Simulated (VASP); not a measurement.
Wanted: the native input for a VASP 6.6.1 run.

```yaml
Task: single point
Functional: LDA
Potentials_or_basis: VASP PAW LDA potentials, release 64 (Zn, O)
Cutoff: 520 eV
k_mesh: 12 × 12 × 6
Occupations: gaussian, width 0.05 eV
Spin: no spin polarisation
Dipole_correction: no
Further_INCAR_settings: ALGO = Normal; EDIFF = 1e-07; NBANDS = 26
```

The structure of ZnO lies in POSCAR:

```
ZnO
1.0
    3.1871780739      0.0000000000      0.0000000000
   -1.5935890369      2.7601771784      0.0000000000
    0.0000000000      0.0000000000      5.1531926628
Zn O
2 2
Direct
    0.3333333333      0.6666666667      0.0018514197
    0.6666666667      0.3333333333      0.5018514197
    0.3333333333      0.6666666667      0.3350338920
    0.6666666667      0.3333333333      0.8350338920
```

This cell differs from its parent crystal: c/a of the conventional cell at fixed volume 1.6169.

These files were run (other wordings do the same):

INCAR

```
PREC = Accurate
ENCUT = 520
EDIFF = 1E-7
ISMEAR = 0
SIGMA = 0.05
LREAL = False
LASPH = True
NELM = 80
ALGO = Normal
ISIF = 2
LWAVE = False
LCHARG = True
LELF = True
LVHAR = True
NBANDS = 26
```

KPOINTS

```
regular mesh
0
Gamma
  12 12 6
```

Potentials or basis: VASP PAW LDA potentials, release 64 (Zn, O).

Launch:

```console
$ cat potpaw_LDA.64/Zn/POTCAR potpaw_LDA.64/O/POTCAR > POTCAR
$ mpirun -np 1 vasp_std > vasp.out
```

Results of the run:

```yaml
Pressure: 8.6 GPa
Largest_force: 3.788 eV/Å
Band_gap_on_the_k_mesh: 1.03 eV, direct
```

Caveat: forces of over 1 eV/Å act on the atoms, so gaps and moduli don't describe the material at rest.

Wall time 2.3 min on 1 thread of AMD EPYC 7R13 (shared host), peak memory 0.16 GiB.
